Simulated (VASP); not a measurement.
A run of VASP 6.6.1 is set up as follows.

POSCAR

```
TePb
1.0
    0.0000000000      3.0945085200      3.0945085200
    3.0945085200      0.0000000000      3.0945085200
    3.0945085200      3.0945085200      0.0000000000
Te Pb
1 1
Direct
    0.5000000000      0.5000000000      0.5000000000
    0.0000000000      0.0000000000      0.0000000000
```

INCAR.step1

```
SYSTEM = TePb
PREC = Accurate
ENCUT = 520
ISMEAR = 0
SIGMA = 0.01
LREAL = .FALSE.
LASPH = .TRUE.
NELM = 80
NBANDS = 17
GGA = PE
ALGO = Normal
EDIFF = 1E-4
LWAVE = .TRUE.
LCHARG = .FALSE.
```

INCAR.step2

```
SYSTEM = TePb
PREC = Accurate
ENCUT = 520
EDIFF = 1E-6
ISMEAR = 0
SIGMA = 0.01
LREAL = .FALSE.
LASPH = .TRUE.
NELM = 80
ALGO = Normal
ISIF = 2
LWAVE = .FALSE.
LCHARG = .FALSE.
METAGGA = R2SCAN
LMIXTAU = .TRUE.
NBANDS = 17
ISTART = 1
```

File KPOINTS:

```
regular mesh
0
G
  6 6 6
  0 0 0
```

Potentials or basis: VASP PAW PBE potentials, release 64 (Te, Pb_d).

Command:

```console
$ cat potpaw_PBE.64/Te/POTCAR potpaw_PBE.64/Pb_d/POTCAR > POTCAR
$ cp INCAR.step1 INCAR
$ mpirun -np 1 vasp_std > vasp.out
$ cp INCAR.step2 INCAR
$ mpirun -np 1 vasp_std > vasp.out
```

Question: Estimate the pressure.

Answer: 10.0 GPa.

Question: Estimate the band gap on the k mesh.

Answer: 0.67 eV.

Caveat: the cell stands under pressure; the PAW data sets were made with another functional, which shifts forces and pressure a little; spin-orbit coupling is left out, which moves the levels of the heavy elements. A k mesh can miss the band edges.
